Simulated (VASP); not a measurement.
# Rb (Im-3m) in VASP: further runs, part 2 of 3

VASP 6.6.1. Earlier steps stand in the parts before.

## 3. Electric field gradients, PBEsol (90.14 Å³/atom)

This run uses another cell than the first one, of 90.14 Å³/atom.

File INCAR:

```
PREC = Accurate ; ENCUT = 520
EDIFF = 1E-8 ; ISMEAR = -1
SIGMA = 0.05 ; LREAL = F
LASPH = T ; NELM = 100
ALGO = Normal ; ISIF = 2
LWAVE = F ; LCHARG = F
GGA = PS ; LEFG = T
NBANDS = 10
```

File KPOINTS:

```
regular mesh
0
Gamma
  8 8 8
```

File POSCAR:

```
Rb
1.0
   -2.8245833230      2.8245833230      2.8245833230
    2.8245833230     -2.8245833230      2.8245833230
    2.8245833230      2.8245833230     -2.8245833230
Rb
1
Direct
    0.0000000000      0.0000000000      0.0000000000
```

Potentials or basis: VASP PAW PBE potentials, release 64 (Rb_sv).

Launch:

```sh
cat potpaw_PBE.64/Rb_sv/POTCAR > POTCAR
mpirun -np 1 vasp_std > vasp.out
```

OUTCAR:

```text
PREC = Accurate
   ENCUT = 520
   EDIFF = 1E-8
   ISMEAR = -1
   LREAL = F
   LASPH = T
   NELM = 100
   ISIF = 2
   GGA = PS

 ion  position               nearest neighbor table
   1  0.000  0.000  0.000-

  LATTYP: Found a body centered cubic cell.
 ALAT       =     5.6491666460

  Lattice vectors:

 A1 = (  -2.8245833230,   2.8245833230,   2.8245833230)
 A2 = (   2.8245833230,  -2.8245833230,   2.8245833230)
 A3 = (   2.8245833230,   2.8245833230,  -2.8245833230)

Analysis of symmetry for initial positions (statically):
=====================================================================
 Subroutine PRICEL returns:
 Original cell was already a primitive cell.

 Routine SETGRP: Setting up the symmetry group for a
 body centered cubic supercell.

 Subroutine GETGRP returns: Found 48 space group operations
 (whereof 48 operations were pure point group operations)
 out of a pool of 48 trial point group operations.

The static configuration has the point symmetry O_h .

Analysis of symmetry for dynamics (positions and initial velocities):
=====================================================================
 Subroutine PRICEL returns:
 Original cell was already a primitive cell.

 Routine SETGRP: Setting up the symmetry group for a
 body centered cubic supercell.

 Subroutine GETGRP returns: Found 48 space group operations
 (whereof 48 operations were pure point group operations)
 out of a pool of 48 trial point group operations.

The dynamic configuration has the point symmetry O_h .

 Subroutine INISYM returns: Found 48 space group operations
 (whereof 48 operations are pure point group operations),
 and found     1 'primitive' translations

----------------------------------------------------------------------------------------

                                     Primitive cell

  volume of cell :      90.1412

  direct lattice vectors                    reciprocal lattice vectors
    -2.824583323  2.824583323  2.824583323     0.000000000  0.177017260  0.177017260
     2.824583323 -2.824583323  2.824583323     0.177017260  0.000000000  0.177017260
     2.824583323  2.824583323 -2.824583323     0.177017260  0.177017260  0.000000000

  length of vectors
     4.892321826  4.892321826  4.892321826     0.250340210  0.250340210  0.250340210

  position of ions in fractional coordinates (direct lattice)
     0.000000000  0.000000000  0.000000000

  ion indices of the primitive-cell ions
   primitive index   ion index
                 1           1

----------------------------------------------------------------------------------------

 KPOINTS: regular mesh

Automatic generation of k-mesh.
 Grid dimensions read from file:
 generate k-points for:    8    8    8

 Generating k-lattice:
[... 67 lines left out ...]
   NFREE  =      0    steps in history (QN), initial steepest desc. (CG)
   ISIF   =      2    stress and relaxation
   ISYM   =      2    0-nonsym 1-usesym 2-fastsym
   POTIM  = 0.5000    time-step for ionic-motion
   TEBEG  =    0.0;   TEEND  =   0.0 temperature during run
   PSTRESS=    0.0 pullay stress
   NELECT =       9.0000    total number of electrons
   NUPDOWN=      -1.0000    fix difference up-down
   EMIN   =  10.00;   EMAX   =-10.00  energy-range for DOS
   EFERMI =   0.00;   METHOD = LEGACY
   ISMEAR =    -1;   SIGMA  =   0.05  broadening in eV -4-tet -1-fermi 0-gaus
   EFERMI_NEDOS =   21; number of points for ismear=-14 and -15
   IALGO  =     38    algorithm
   IMIX   =      4    mixing-type and parameters
     AMIX     =   0.40;   BMIX     =  1.00
     AMIX_MAG =   1.60;   BMIX_MAG =  1.00
  volume/ion in A,a.u.               =      90.14       608.30
  Fermi-wavevector in a.u.,A,eV,Ry     =   0.759477  1.435203  7.847912  0.576805
  Thomas-Fermi vector in A             =   1.858280
   LORBIT       =      0    0 simple, 1 ext, 2 COOP (PROOUT), +10 PAW based schemes
   GGA     = PS    functional components
   LHFCALC =     F    Hartree Fock is set to
   AEXX    =    0.0000 exact exchange contribution
   IVDW    =     0    specifies the selected vdW correction
   LEPSILON=     F    determine dielectric tensor
   LRPA    =     F    only Hartree local field effects (RPA)
 non-spin polarized calculation
  energy-cutoff  :      520.00
  volume of cell :       90.14
 maximum number of plane-waves:      2491
   NGX = 19   NGY = 19   NGZ = 19

 number of electron       9.0000000 magnetization

 Free energy of the ion-electron system (eV)
  ---------------------------------------------------
  ext. energy  EPLUGINS =         0.00000000
  ---------------------------------------------------
  free energy    TOTEN  =        -1.02253452 eV

  energy without entropy =       -1.01184931  energy(sigma->0) =       -1.01719191

 E-fermi :  -0.0128     XC(G=0):  -5.5444

 val. band max:       -0.0536698273   @ k =   0.2500   0.2500   0.0000
 cond. band min:       0.0443184242   @ k =   0.3750   0.1250   0.0000
 fundamental gap:      0.0979882515
 Fermi energy:        -0.0128104896

 k-point     1 :       0.0000    0.0000    0.0000
  band No.  band energies     occupation
      1     -28.8840      2.00000
      2     -12.9300      2.00000
      3     -12.9300      2.00000
      4     -12.9300      2.00000
      5      -2.0203      2.00000
      6       3.6567      0.00000
      7       3.6567      0.00000
      8       3.6567      0.00000
      9       4.6098      0.00000
     10       4.6098      0.00000
[... 287 lines left out ...]
 k-point    24 :      -0.3750    0.3750    0.2500
  band No.  band energies     occupation
      1     -28.8784      2.00000
      2     -13.0044      2.00000
      3     -12.9773      2.00000
      4     -12.9672      2.00000
      5       0.0798      0.27131
      6       1.6627      0.00000
      7       2.8992      0.00000
      8       2.9333      0.00000
      9       3.9944      0.00000
     10       5.1530      0.00000

 [... further k-points ...]

------------------------ aborting loop because EDIFF is reached ----------------------------------------

  FORCE on cell =-STRESS in cart. coord.  units (eV):
  Direction    XX          YY          ZZ          XY          YZ          ZX
  --------------------------------------------------------------------------------------
  -------------------------------------------------------------------------------------
  Total       -0.0602982     -0.0602982     -0.0602982      0.0000000      0.0000000      0.0000000
  in kB       -1.0717459     -1.0717459     -1.0717459      0.0000000      0.0000000      0.0000000
  external PRESSURE =      -1.0717459 kB  Pullay stress =       0.0000000 kB

 VOLUME and BASIS-vectors are now :
 -----------------------------------------------------------------------------
  energy-cutoff  :      520.00
  volume of cell :       90.14
      direct lattice vectors                 reciprocal lattice vectors
    -2.824583323  2.824583323  2.824583323     0.000000000  0.177017260  0.177017260
     2.824583323 -2.824583323  2.824583323     0.177017260  0.000000000  0.177017260
     2.824583323  2.824583323 -2.824583323     0.177017260  0.177017260  0.000000000

 POSITION                                       TOTAL-FORCE (eV/Angst)
 -----------------------------------------------------------------------------------
      0.00000      0.00000      0.00000         0.000000     -0.000000     -0.000000
 -----------------------------------------------------------------------------------
    total drift:                               -0.000000      0.000000      0.000000

  FREE ENERGIE OF THE ION-ELECTRON SYSTEM (eV)
  ---------------------------------------------------
  free  energy   TOTEN  =        -1.0225345181 eV

  energy  without entropy=       -1.0118493104  energy(sigma->0) =       -1.01719191

 Electric field gradients (V/A^2)
---------------------------------------------------------------------
 ion       V_xx      V_yy      V_zz      V_xy      V_xz      V_yz
---------------------------------------------------------------------
   1      -0.000    -0.000    -0.000     0.000     0.000     0.000
---------------------------------------------------------------------

 Electric field gradients after diagonalization (V/A^2)
 (convention: |V_zz| > |V_xx| > |V_yy|)
----------------------------------------------------------------------
 ion       V_xx      V_yy      V_zz     asymmetry (V_yy - V_xx)/ V_zz
----------------------------------------------------------------------
   1      -0.000    -0.000     0.000       0.000
----------------------------------------------------------------------

           NMR quadrupolar parameters

 Cq : quadrupolar parameter    Cq=e*Q*V_zz/h
 eta: asymmetry parameters     (V_yy - V_xx)/ V_zz
 Q  : nuclear electric quadrupole moment in mb (millibarn)
----------------------------------------------------------------------
 ion       Cq(MHz)       eta       Q (mb)
----------------------------------------------------------------------
   1       0.000       0.000       1.000
----------------------------------------------------------------------
```

OSZICAR:

```text
N       E                     dE             d eps       ncg     rms          rms(c)
DAV:   1     0.440997980334E+02    0.44100E+02   -0.33315E+03   580   0.662E+02
DAV:   2     0.191319232115E+01   -0.42187E+02   -0.41155E+02   630   0.129E+02
DAV:   3    -0.907218094454E+00   -0.28204E+01   -0.28128E+01   800   0.331E+01
DAV:   4    -0.102052390074E+01   -0.11331E+00   -0.11288E+00   810   0.566E+00
DAV:   5    -0.102243261539E+01   -0.19087E-02   -0.19086E-02   780   0.666E-01    0.113E+00
DAV:   6    -0.102211942996E+01    0.31319E-03   -0.22098E-03   846   0.267E-01    0.682E-01
DAV:   7    -0.102244615789E+01   -0.32673E-03   -0.37029E-03   804   0.345E-01    0.520E-02
DAV:   8    -0.102252757265E+01   -0.81415E-04   -0.14482E-04   672   0.103E-01    0.162E-02
DAV:   9    -0.102253481577E+01   -0.72431E-05   -0.93848E-06   840   0.221E-02    0.537E-03
DAV:  10    -0.102253450371E+01    0.31206E-06   -0.28813E-06   784   0.942E-03    0.875E-04
DAV:  11    -0.102253452304E+01   -0.19332E-07   -0.12749E-07   794   0.208E-03    0.298E-04
DAV:  12    -0.102253451813E+01    0.49114E-08   -0.62205E-09   634   0.454E-04
   1 F= -.10225345E+01 E0= -.10171919E+01  d E =-.106852E-01
```

stdout:

```text
POSCAR found type information on POSCAR Rb
 POSCAR found :  1 types and       1 ions
 scaLAPACK will be used
 -----------------------------------------------------------------------------
|                                                                             |
|                                                                             |
|     You enforced a specific xc type in the INCAR file but a different       |
|     I HOPE YOU KNOW WHAT YOU ARE DOING!                                     |
|                                                                             |
 -----------------------------------------------------------------------------

 LDA part: xc-table for (Slater+PW92), standard interpolation
 POSCAR, INCAR and KPOINTS ok, starting setup
 FFT: planning ... GRIDC
 FFT: planning ... GRID_SOFT
 FFT: planning ... GRID
 WAVECAR not read
 entering main loop
ion   1
```

It took 33 s on 1 thread of Intel Xeon 8259CL, shared host; peak memory 0.2 GiB.

Results:

```
Free energy                             : -1.0225 eV
Pressure                                : -0.1 GPa
Band gap on the k mesh                  : zero (an odd number of electrons rules out a gap without spin polarisation)
Largest electric field gradient by atom : under 0.05 V/Å² on every atom
```

Caveat: the PAW data sets were made with another functional, which shifts forces and pressure a little.

[end of part 2 of 3]

The gap in the log of VASP goes by the Fermi energy; the results here count the filled bands.